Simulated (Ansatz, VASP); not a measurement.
One calculation of WS2, two programs

```
W S
1.0
     3.18772    0.00000    0.00000
    -1.59386    2.76065    0.00000
     0.00000    0.00000   14.85633
W S
2 4
Direct
  0.33333 0.66667 0.25000
  0.66667 0.33333 0.75000
  0.33333 0.66667 0.64425
  0.66667 0.33333 0.14425
  0.33333 0.66667 0.85575
  0.66667 0.33333 0.35575
```

Alike in both runs: functional PBE; k mesh 12 × 12 × 2; occupations gaussian, width 0.02 eV; no spin polarisation.

Ansatz relaxed the structure, and its values are those at the end. VASP's run is a single point on that final structure, the one shown.

|  | VASP | Ansatz |
| --- | --- | --- |
| version | VASP 6.6.1 | Ansatz 0.2.0 |
| potentials or method | VASP PAW PBE potentials, release 64 (W_sv, S), cutoff 520 eV | scalar-relativistic, plane waves, PAW |
| valence electrons in the cell | 52 | 52 |

VASP gave:

```
gap on the k mesh at the Fermi level (eV) : 1.64
least direct gap on the mesh (eV)         : 1.80
pressure (GPa)                            : 0.0
```

**Question.** Which values does Ansatz return?

**Answer.** gap on the k mesh at the Fermi level (eV): 1.63; least direct gap on the mesh (eV): 1.80; pressure (GPa): 0.0.

Spin-orbit coupling is off throughout.
